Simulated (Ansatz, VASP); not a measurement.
## One calculation of As, two programs

```xyz
1
Lattice="2.9795 -0.1006 0.3238 -0.1006 2.5830 0.2619 0.3238 0.2619 2.5486" Properties=species:S:1:pos:R:3 pbc="T T T"
As    1.6013    1.3721    1.5671
```

Alike in both runs: task single point; functional PBE-based screened hybrid; k mesh 5 × 5 × 6; occupations fermi-dirac, width 0.05 eV; no spin polarisation.

```csv
,VASP,Ansatz
version,VASP 6.6.1,Ansatz 0.2.0
potentials or method,"VASP PAW PBE potentials, release 64 (As)",Ansatz PAW
plane-wave cutoff (eV),520,420
valence electrons in the cell,5,15
```

VASP gave:

```
gap on the k mesh at the Fermi level (eV)                     : none
pressure (GPa)                                                : 6.4
traceless stress, the component that is largest in VASP (GPa) : -10.82
```

Question: Estimate Ansatz's values.

Answer: gap on the k mesh at the Fermi level (eV): none; pressure (GPa): 6.3; traceless stress, the component that is largest in VASP (GPa): -10.71.

VASP's potentials were made for PBE, not for PBE-based screened hybrid. A gap of «none» marks a metal or a gap that the smearing closes. VASP's potentials hold 5 valence electrons a cell and Ansatz's 15, so a difference there can come from the potentials and not from the codes.

The k mesh is coarse, so the values compare programs but aren't converged.
